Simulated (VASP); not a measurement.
Set up this calculation in VASP 6.6.1, as the native input.

* Task: single point
* Functional: PBE
* Potentials or basis: VASP PAW PBE potentials, release 64 (Li_sv, Sc_sv, Ag, C, N)
* Cutoff: 520 eV
* k mesh: 4 × 4 × 4
* Occupations: gaussian, width 0.02 eV
* Spin: no spin polarisation
* Dipole correction: no
* Further INCAR settings: LREAL = Auto; ALGO = Normal; EDIFF = 1e-06; NBANDS = 55

The structure of Li2ScAgC6N6 lies in POSCAR:

```
Li2ScAgC6N6
1.0
    0.0000000000      5.9215804027      5.9215804027
    5.9215804027      0.0000000000      5.9215804027
    5.9215804027      5.9215804027      0.0000000000
Li Sc Ag C N
2 1 1 6 6
Direct
    0.2500000000      0.2500000000      0.2500000000
    0.7500000000      0.7500000000      0.7500000000
    0.0000000000      0.0000000000      0.0000000000
    0.5000000000      0.5000000000      0.5000000000
    0.8060517313      0.1939482687      0.1939482687
    0.1939482687      0.8060517313      0.1939482687
    0.1939482687      0.1939482687      0.8060517313
    0.1939482687      0.8060517313      0.8060517313
    0.8060517313      0.1939482687      0.8060517313
    0.8060517313      0.8060517313      0.1939482687
    0.7072021142      0.2927978858      0.2927978858
    0.2927978858      0.7072021142      0.2927978858
    0.2927978858      0.2927978858      0.7072021142
    0.2927978858      0.7072021142      0.7072021142
    0.7072021142      0.2927978858      0.7072021142
    0.7072021142      0.7072021142      0.2927978858
```

One way to write it, as run:

INCAR

```
SYSTEM = Li2ScAgC6N6
PREC = Accurate
ENCUT = 520
EDIFF = 1E-6
ISMEAR = 0
SIGMA = 0.02
LREAL = Auto
LASPH = .TRUE.
NELM = 100
ALGO = Normal
ISIF = 2
LWAVE = .FALSE.
LCHARG = .TRUE.
GGA = PE
LELF = .TRUE.
LVHAR = .TRUE.
NBANDS = 55
```

KPOINTS

```
Automatic mesh
0
G
  4 4 4
  0 0 0
```

Potentials or basis: VASP PAW PBE potentials, release 64 (Li_sv, Sc_sv, Ag, C, N).

Run with:

```console
$ cat potpaw_PBE.64/Li_sv/POTCAR potpaw_PBE.64/Sc_sv/POTCAR potpaw_PBE.64/Ag/POTCAR potpaw_PBE.64/C/POTCAR potpaw_PBE.64/N/POTCAR > POTCAR
$ mpirun -np 1 vasp_std > vasp.out
```

It gave:

* Largest force: 0.414 eV/Å
* Band gap on the k mesh: 1.46 eV

Run time: 6.4 min on 1 thread of AMD EPYC 7R13 Processor (Zen 3) (shared host), peak memory 0.6 GiB.
